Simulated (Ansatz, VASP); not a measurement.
## YF in VASP and in Ansatz

```
Y F
1.0
     3.72004    0.00000    0.00000
     0.00000    3.72004    0.00000
     0.00000    0.00000    5.71516
Y F
2 2
Direct
  0.50000 0.00000 0.73375
  0.00000 0.50000 0.26625
  0.00000 0.00000 0.00000
  0.50000 0.50000 0.00000
```

Change from the starting cell: ordered vacancies on the anion sites of fluorite (P4/nmm, No. 129).

Alike in both runs: functional PBE; k mesh 6 × 6 × 4; occupations gaussian, width 0.1 eV; no spin polarisation.

Ansatz relaxed the structure, and its values are those at the end. VASP's run is a single point on that final structure, the one shown.

|  | VASP | Ansatz |
| --- | --- | --- |
| version | VASP 6.6.1 | Ansatz 0.2.0 |
| potentials or method | VASP PAW PBE potentials, release 64 (Y_sv, F), cutoff 520 eV | scalar-relativistic, plane waves, PAW |
| valence electrons in the cell | 36 | 36 |

Ansatz gave:

| Property | Result |
| --- | --- |
| gap on the k mesh at the Fermi level (eV) | none |
| pressure (GPa) | 0.0 |
| rms of the force components (eV/Å) | 0.006 |

Problem. Which values does VASP return?

Solution. gap on the k mesh at the Fermi level (eV): none; pressure (GPa): -0.1; rms of the force components (eV/Å): 0.013.

A gap of «none» marks a metal or a gap that the smearing closes. The functional is the same, so the differences come from potentials, cutoffs and numerics.
